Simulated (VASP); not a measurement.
# ZnInGaO4 (R3m) in VASP: notebook

Runs on ZnInGaO4. Level: PBE. Tasks: single point.

All numbers are computed with VASP 6.6.1; they aren't measurements. Logs are shortened: lines on timing, memory, paths and dates and some standing lists are left out, and cuts for length are marked.

## (1) The cell of the first run

The structure is trigonal, space group R3m (No. 160). The conventional cell has a = 3.255 Å, b = 3.255 Å, c = 25.266 Å, α = 90.00°, β = 90.00°, γ = 120.00°. Within 2.5 Å of Zn (site symmetry 3m) lie 5 O at 1.92 to 2.47 Å. Within 2.8 Å of In (site symmetry 3m) lie 6 O at 2.15 to 2.16 Å. Within 2.5 Å of Ga (site symmetry 3m) lie 5 O at 1.88 to 1.94 Å. O (site symmetry 3m) has 1 Zn at 1.92 Å and 3 In at 2.15 Å within 2.5 Å. O (site symmetry 3m) has 1 Ga at 1.92 Å and 3 In at 2.16 Å within 2.5 Å. O (site symmetry 3m) has 3 Ga at 1.88 Å and 1 Zn at 2.47 Å within 2.5 Å. Within 2.7 Å of O (site symmetry 3m) lie 1 Ga at 1.94 Å and 3 Zn at 1.95 Å and 3 O at 2.70 Å.

## (2) Single point, PBE (11.04 Å³/atom)

INCAR

```
SYSTEM = ZnInGaO4
PREC = Accurate
ENCUT = 520
EDIFF = 1E-7
ISMEAR = 0
SIGMA = 0.02
LREAL = .FALSE.
LASPH = .TRUE.
NELM = 80
ALGO = Normal
ISIF = 2
LWAVE = .FALSE.
LCHARG = .FALSE.
GGA = PE
NBANDS = 40
```

KPOINTS

```
regular mesh
0
G
  12 12 12
  0 0 0
```

POSCAR

```
ZnInGaO4
1.0
    1.6273671344      0.9395608532      8.4218382129
   -1.6273671344      0.9395608532      8.4218382129
    0.0000000000     -1.8791217063      8.4218382129
Zn In Ga O
1 1 1 4
Direct
    0.2186968039      0.2186968039      0.2186968039
    0.0027227189      0.0027227189      0.0027227189
    0.7873113323      0.7873113323      0.7873113323
    0.2946873012      0.2946873012      0.2946873012
    0.7113508039      0.7113508039      0.7113508039
    0.1209926633      0.1209926633      0.1209926633
    0.8642393763      0.8642393763      0.8642393763
```

Potentials or basis: VASP PAW PBE potentials, release 64 (Zn, In_d, Ga_d, O).

Launch:

```sh
cat potpaw_PBE.64/Zn/POTCAR potpaw_PBE.64/In_d/POTCAR potpaw_PBE.64/Ga_d/POTCAR potpaw_PBE.64/O/POTCAR > POTCAR
mpirun -np 1 vasp_std > vasp.out
```

OUTCAR:

```text
SYSTEM = ZnInGaO4
   PREC = Accurate
   ENCUT = 520
   EDIFF = 1E-7
   ISMEAR = 0
   LREAL = .FALSE.
   LASPH = .TRUE.
   NELM = 80
   ISIF = 2
   GGA = PE

 ion  position               nearest neighbor table
   1  0.219  0.219  0.219-   4 1.92   7 1.95   7 1.95   7 1.95   6 2.47   2 3.51   2 3.51   2 3.51

   2  0.003  0.003  0.003-   4 2.15   4 2.15   4 2.15   5 2.16   5 2.16   5 2.16   6 2.99   1 3.51
                             1 3.51   1 3.51
   3  0.787  0.787  0.787-   6 1.88   6 1.88   6 1.88   5 1.92   7 1.94
   4  0.295  0.295  0.295-   1 1.92   2 2.15   2 2.15   2 2.15
   5  0.711  0.711  0.711-   3 1.92   2 2.16   2 2.16   2 2.16
   6  0.121  0.121  0.121-   3 1.88   3 1.88   3 1.88   1 2.47   2 2.99
   7  0.864  0.864  0.864-   3 1.94   1 1.95   1 1.95   1 1.95

  LATTYP: Found a trigonal (rhomboedric) cell.
 ALAT       =     8.6289314096
 COS(alpha) =     0.9288643926

  Lattice vectors:

 A1 = (   1.6273671344,   0.9395608532,   8.4218382129)
 A2 = (  -1.6273671344,   0.9395608532,   8.4218382129)
 A3 = (   0.0000000000,  -1.8791217063,   8.4218382129)

Analysis of symmetry for initial positions (statically):
=====================================================================
 Subroutine PRICEL returns:
 Original cell was already a primitive cell.

 Routine SETGRP: Setting up the symmetry group for a
 trigonal (rhombohedral) supercell.

 Subroutine GETGRP returns: Found  6 space group operations
 (whereof  6 operations were pure point group operations)
 out of a pool of 12 trial point group operations.

The static configuration has the point symmetry C_3v.

Analysis of symmetry for dynamics (positions and initial velocities):
=====================================================================
 Subroutine PRICEL returns:
 Original cell was already a primitive cell.

 Routine SETGRP: Setting up the symmetry group for a
 trigonal (rhombohedral) supercell.

 Subroutine GETGRP returns: Found  6 space group operations
 (whereof  6 operations were pure point group operations)
 out of a pool of 12 trial point group operations.

The dynamic configuration has the point symmetry C_3v.

 Subroutine INISYM returns: Found  6 space group operations
 (whereof  6 operations are pure point group operations),
 and found     1 'primitive' translations

----------------------------------------------------------------------------------------

                                     Primitive cell
[... 100 lines left out ...]
   NELM   =     80;   NELMIN=  2; NELMDL= -5     # of ELM steps
   EDIFF  = 0.1E-06   stopping-criterion for ELM
   LREAL  =      F    real-space projection
   EDIFFG = 0.1E-05   stopping-criterion for IOM
   NSW    =      0    number of steps for IOM
   IBRION =     -1    ionic relax: 0-MD 1-quasi-New 2-CG
   NFREE  =      0    steps in history (QN), initial steepest desc. (CG)
   ISIF   =      2    stress and relaxation
   ISYM   =      2    0-nonsym 1-usesym 2-fastsym
   POTIM  = 0.5000    time-step for ionic-motion
   TEBEG  =    0.0;   TEEND  =   0.0 temperature during run
   PSTRESS=    0.0 pullay stress
   NELECT =      62.0000    total number of electrons
   NUPDOWN=      -1.0000    fix difference up-down
   EMIN   =  10.00;   EMAX   =-10.00  energy-range for DOS
   EFERMI =   0.00;   METHOD = LEGACY
   ISMEAR =     0;   SIGMA  =   0.02  broadening in eV -4-tet -1-fermi 0-gaus
   EFERMI_NEDOS =   21; number of points for ismear=-14 and -15
   IALGO  =     38    algorithm
   IMIX   =      4    mixing-type and parameters
     AMIX     =   0.40;   BMIX     =  1.00
     AMIX_MAG =   1.60;   BMIX_MAG =  1.00
  volume/ion in A,a.u.               =      11.04        74.48
  Fermi-wavevector in a.u.,A,eV,Ry     =   1.521303  2.874847 31.488838  2.314364
  Thomas-Fermi vector in A             =   2.630037
   LORBIT       =      0    0 simple, 1 ext, 2 COOP (PROOUT), +10 PAW based schemes
   GGA     = PE    functional components
   LHFCALC =     F    Hartree Fock is set to
   AEXX    =    0.0000 exact exchange contribution
   IVDW    =     0    specifies the selected vdW correction
   LEPSILON=     F    determine dielectric tensor
   LRPA    =     F    only Hartree local field effects (RPA)
 non-spin polarized calculation
 Gauss-broadening in eV      SIGMA  =   0.02
  energy-cutoff  :      520.00
  volume of cell :       77.26
 maximum number of plane-waves:      2107
   NGX = 33   NGY = 33   NGZ = 33

 number of electron      62.0000009 magnetization

 Free energy of the ion-electron system (eV)
  ---------------------------------------------------
  ext. energy  EPLUGINS =         0.00000000
  ---------------------------------------------------
  free energy    TOTEN  =       -37.37187453 eV

  energy without entropy =      -37.37187453  energy(sigma->0) =      -37.37187453

 E-fermi :   4.9031     XC(G=0): -11.5398

 val. band max:        4.7491520516   @ k =   0.0000   0.0000   0.0000
 cond. band min:       6.2187947892   @ k =   0.0000   0.0000   0.0000
 fundamental gap:      1.4696427376
 Fermi energy:         4.9030698017

 k-point     1 :       0.0000    0.0000    0.0000
  band No.  band energies     occupation
      1     -14.6035      2.00000
      2     -13.5682      2.00000
      3     -12.9350      2.00000
      4     -12.4036      2.00000
      5      -8.7780      2.00000
      6      -8.7780      2.00000
[... 1021 lines left out ...]
     39      15.8908      0.00000
     40      16.0524      0.00000

 [... further k-points ...]
[... 5 lines left out ...]
  --------------------------------------------------------------------------------------
  -------------------------------------------------------------------------------------
  Total        9.1132602      9.1132602      9.1601345      0.0000000      0.0000000      0.0000000
  in kB      188.9799598    188.9799598    189.9519847      0.0000000      0.0000000      0.0000000
  external PRESSURE =     189.3039681 kB  Pullay stress =       0.0000000 kB

 VOLUME and BASIS-vectors are now :
 -----------------------------------------------------------------------------
  energy-cutoff  :      520.00
  volume of cell :       77.26
      direct lattice vectors                 reciprocal lattice vectors
     1.627367134  0.939560853  8.421838213     0.307244745  0.177387836  0.039579641
    -1.627367134  0.939560853  8.421838213    -0.307244745  0.177387836  0.039579641
     0.000000000 -1.879121706  8.421838213     0.000000000 -0.354775672  0.039579641

 POSITION                                       TOTAL-FORCE (eV/Angst)
 -----------------------------------------------------------------------------------
      0.00000      0.00000      5.52549         0.000000     -0.000000     -0.008407
      0.00000      0.00000      0.06879         0.000000     -0.000000     -0.005085
      0.00000      0.00000     19.89183         0.000000     -0.000000     -0.016868
      0.00000      0.00000      7.44543         0.000000      0.000000      0.039748
      0.00000      0.00000     17.97264         0.000000      0.000000      0.009307
      0.00000      0.00000      3.05694         0.000000     -0.000000     -0.003169
      0.00000      0.00000     21.83545         0.000000     -0.000000     -0.015526
 -----------------------------------------------------------------------------------
    total drift:                               -0.000000     -0.000000     -0.001965

  FREE ENERGIE OF THE ION-ELECTRON SYSTEM (eV)
  ---------------------------------------------------
  free  energy   TOTEN  =       -37.3718745265 eV

  energy  without entropy=      -37.3718745265  energy(sigma->0) =      -37.37187453
```

Run time: 64 min. Hardware: 1 thread of Intel Xeon Platinum 8259CL at 2.50GHz (Skylake/Cascade Lake), shared host; peak memory 0.98 GiB.

What came out:

```
Free energy            : -37.3719 eV
Pressure               : 18.9 GPa
Largest force          : 0.040 eV/Å
Band gap on the k mesh : 1.47 eV
```

Forces in eV/Å, atoms in the order of the input:
```
Zn   0.000  0.000 -0.008
In   0.000  0.000 -0.005
Ga   0.000  0.000 -0.017
O    0.000  0.000  0.040
O    0.000  0.000  0.009
O    0.000  0.000 -0.003
O    0.000  0.000 -0.016
```

Caveat: the cell stands under pressure; spin-orbit coupling is left out, which moves the levels of the heavy elements. A k mesh can miss the band edges.

## (3) Single point, PBE (10.67 Å³/atom)

This run uses another cell than the first one, of 10.67 Å³/atom.

INCAR

```
  PREC = Accurate
  ENCUT = 520
  EDIFF = 1E-6
  ISMEAR = 0
  SIGMA = 0.02
  LREAL = False
  LASPH = True
  NELM = 60
  ALGO = Normal
  ISIF = 2
  LWAVE = False
  LCHARG = False
  GGA = PE
  NBANDS = 40
```

KPOINTS

```
regular mesh
0
Gamma
  12 12 12
```

POSCAR

```
ZnInGaO4
1.0
    1.6098601880      0.9294532129      8.3222917231
   -1.6098601880      0.9294532129      8.3222917231
    0.0000000000     -1.8589064258      8.3222917231
Zn In Ga O
1 1 1 4
Direct
    0.2186011488      0.2186011488      0.2186011488
    0.0025978124      0.0025978124      0.0025978124
    0.7874144991      0.7874144991      0.7874144991
    0.2944932134      0.2944932134      0.2944932134
    0.7114019670      0.7114019670      0.7114019670
    0.1209787622      0.1209787622      0.1209787622
    0.8645135969      0.8645135969      0.8645135969
```

Potentials or basis: VASP PAW PBE potentials, release 64 (Zn, In_d, Ga_d, O).

Launch:

```sh
cat potpaw_PBE.64/Zn/POTCAR potpaw_PBE.64/In_d/POTCAR potpaw_PBE.64/Ga_d/POTCAR potpaw_PBE.64/O/POTCAR > POTCAR
mpirun -np 1 vasp_std > vasp.out
```

It took 37 min on 1 thread of Intel Xeon Platinum 8488C (Sapphire Rapids), shared host; peak memory 0.93 GiB.

Results (log left out):

```yaml
Free_energy: -37.0020 eV
Pressure: 27.4 GPa
Largest_force: 0.047 eV/Å
Band_gap_on_the_k_mesh: 1.61 eV
```

Forces on the atoms (eV/Å):
```
Zn   0.000  0.000 -0.011
In   0.000  0.000 -0.006
Ga   0.000  0.000 -0.020
O    0.000  0.000  0.047
O    0.000  0.000  0.014
O    0.000  0.000 -0.002
O    0.000  0.000 -0.022
```

Stress tensor (GPa, compression positive):
```
27.34  0.00  0.00
 0.00 27.34  0.00
 0.00  0.00 27.44
```

Levels at points of the mesh, in eV from the valence-band top:
```
           k point  band 29  band 30  band 31  band 32  band 33  band 34
(0.00, 0.00, 0.00)    -0.73     0.00     0.00     1.61     4.80     5.41
(0.50, 0.00, 0.00)    -1.44    -0.68    -0.40     5.57     6.47     6.98
(0.50, 0.50, 0.00)    -1.52    -0.93    -0.62     5.70     6.35     6.92
(0.50, 0.50, 0.50)    -1.01     0.00     0.00     2.99     3.26     5.64
```

Caveat: the cell stands under pressure; spin-orbit coupling is left out, which moves the levels of the heavy elements.
